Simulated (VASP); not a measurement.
Ni, 1 atom in the cell. The cell holds a cluster in a box, 1 atom: a = 8.500 Å, b = 8.500 Å, c = 8.500 Å, α = 90.00°, β = 90.00°, γ = 90.00°. 

```yaml
Program: VASP 6.6.1
Task: single point
Functional: PBE
Potentials_or_basis: VASP PAW PBE potentials, release 64 (Ni)
Cutoff: 520 eV
k_mesh: 1 × 1 × 1
Occupations: methfessel-paxton, width 0.1 eV
Spin: collinear spin, ferromagnetic start
Starting_moments: "[2.0] μB"
Dipole_correction: no
Further_INCAR_settings: ALGO = Normal; EDIFF = 1e-06; NBANDS = 15
```

Potentials or basis: VASP PAW PBE potentials, release 64 (Ni).

Run with:

```bash
$ cat potpaw_PBE.64/Ni/POTCAR > POTCAR
$ mpirun -np 1 vasp_gam > vasp.out
```

Hardware: 1 thread of AMD EPYC 9R45 (shared host).

Q: Estimate the wall time of this run.

A: It took 2.3 min on 1 thread of AMD EPYC 9R45 (shared host), peak memory 0.68 GiB. Counts: scf iterations 31, k points 1.
